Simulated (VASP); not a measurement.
**AlN: single point with PBE+D4**

**What was measured.**

“Self-assembly of well-separated AlN nanowires directly on sputtered metallic TiN films”, 2019, arxiv:1910.07391 quotes, for a bulk crystal of AlN at 10 K: band gap 6.034 eV (an exciton energy, a little under the gap).

AlN:

```xyz
4
Lattice="3.1074 0.0000 0.0000 -1.5537 2.6911 0.0000 0.0000 0.0000 4.9746" Properties=species:S:1:pos:R:3 pbc="T T T"
Al    1.5537    0.8970    2.4825
Al    0.0000    1.7941   -0.0048
N     1.5537    0.8970    4.3825
N     0.0000    1.7941    1.8951
```

```
Program                : VASP 6.6.1
Task                   : single point
Functional             : PBE
Dispersion             : D4
Potentials or basis    : VASP PAW PBE potentials, release 64 (Al, N)
Cutoff                 : 520 eV
k mesh                 : 10 × 10 × 6
Occupations            : fermi-dirac, width 0.05 eV
Spin                   : no spin polarisation
Dipole correction      : no
Further INCAR settings : ALGO = Normal; EDIFF = 1e-07; NBANDS = 16
```

```yaml
Pressure: -0.3 GPa
Band_gap_on_the_k_mesh: 4.24 eV
Dispersion_energy_per_atom: -0.308 eV
```

Stress tensor (GPa, compression positive):
```
-0.32  0.00  0.00
 0.00 -0.32  0.00
 0.00  0.00 -0.22
```

Levels at points of the mesh, in eV from the valence-band top:
| k point | band 5 | band 6 | band 7 | band 8 | band 9 | band 10 | band 11 | band 12 |
| --- | --- | --- | --- | --- | --- | --- | --- | --- |
| (0.00, 0.00, 0.00) | -0.87 | -0.22 | -0.22 | 0.00 | 4.24 | 6.69 | 10.65 | 11.17 |
| (0.50, 0.00, 0.00) | -3.36 | -2.10 | -1.78 | -0.70 | 5.81 | 5.82 | 8.21 | 10.30 |
| (0.00, 0.00, 0.50) | -0.56 | -0.56 | -0.56 | -0.56 | 6.50 | 6.50 | 10.35 | 10.35 |
| (0.50, 0.00, 0.50) | -1.48 | -1.48 | -1.37 | -1.37 | 5.32 | 5.32 | 9.28 | 9.28 |

It took 58 s on 1 thread of AMD EPYC 7R13, with other jobs on the host, peak memory 0.14 GiB.

Measured gap of AlN: 6.034 eV (an exciton energy, a little under the gap; 10 K; quoted in “Self-assembly of well-separated AlN nanowires directly on sputtered metallic TiN films”, 2019, arxiv:1910.07391). This calculation gives 4.24 eV (-1.80 eV). 2 values of this kind are on record (6.034 to 6.0343 eV); this one was drawn at random. The value is that of PBE+D4 on a finite k mesh, which can miss the band edges, without temperature or zero-point motion. Semilocal functionals fall short of measured gaps as a rule.
